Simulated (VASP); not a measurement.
Wanted: the native input for a VASP 6.6.1 run.

```yaml
Task: relaxation of cell and atoms
Functional: PBE
Potentials_or_basis: VASP PAW PBE potentials, release 64 (C, O)
Cutoff: 600 eV
k_mesh: 6 × 6 × 4
Occupations: gaussian, width 0.02 eV
Spin: no spin polarisation
Dipole_correction: no
Further_INCAR_settings: ALGO = Normal; EDIFF = 1e-06; IBRION = 2; EDIFFG = -0.01; NSW = 80; ISIF = 3
```

The structure of CO lies in POSCAR:

```
CO
1.0
    2.8340682913     -2.7854282536     -0.1300574932
    2.8340682913      2.7854282536     -0.1300574932
   -1.4839187257      0.0000000000      7.6534459822
C O
2 2
Direct
    0.2436199518      0.2436199518      0.2050439994
    0.7563800482      0.7563800482      0.7949560006
    0.8297373314      0.8297373314      0.6714155961
    0.1702626686      0.1702626686      0.3285844039
```

These files were run (other wordings do the same):

INCAR

```
SYSTEM = CO
PREC = Accurate
ENCUT = 600
EDIFF = 1E-6
ISMEAR = 0
SIGMA = 0.02
LREAL = .FALSE.
LASPH = .TRUE.
NELM = 100
ALGO = Normal
ISIF = 3
LWAVE = .FALSE.
LCHARG = .FALSE.
GGA = PE
IBRION = 2
NSW = 80
EDIFFG = -0.01
```

KPOINTS

```
regular mesh
0
G
  6 6 4
  0 0 0
```

Potentials or basis: VASP PAW PBE potentials, release 64 (C, O).

Launch:

```bash
$ cat potpaw_PBE.64/C/POTCAR potpaw_PBE.64/O/POTCAR > POTCAR
$ mpirun -np 1 vasp_std > vasp.out
```

Results of the run:

* Relaxed volume: 27.02 Å³/atom
* Relaxed cell: a = 4.035 Å, b = 4.035 Å, c = 6.904 Å, α = 101.22°, β = 101.22°, γ = 86.50°
* Space group after relaxing (to 0.1 Å): C2/m (No. 12)
* Energy gained by relaxing: 4.7 meV/atom
* Ionic steps: 53
* Pressure after relaxing: 0.0 GPa
* Largest force after relaxing: 0.010 eV/Å
* Band gap on the k mesh: 5.99 eV (least direct gap 6.11 eV)

Caveat: this functional lacks dispersion, which holds the molecules together, so the pressure and a relaxed volume are unreliable.

Run time: 30 min on 1 thread of Oxide Virtual Turin-like Processor, with other jobs on the host, peak memory 0.26 GiB.
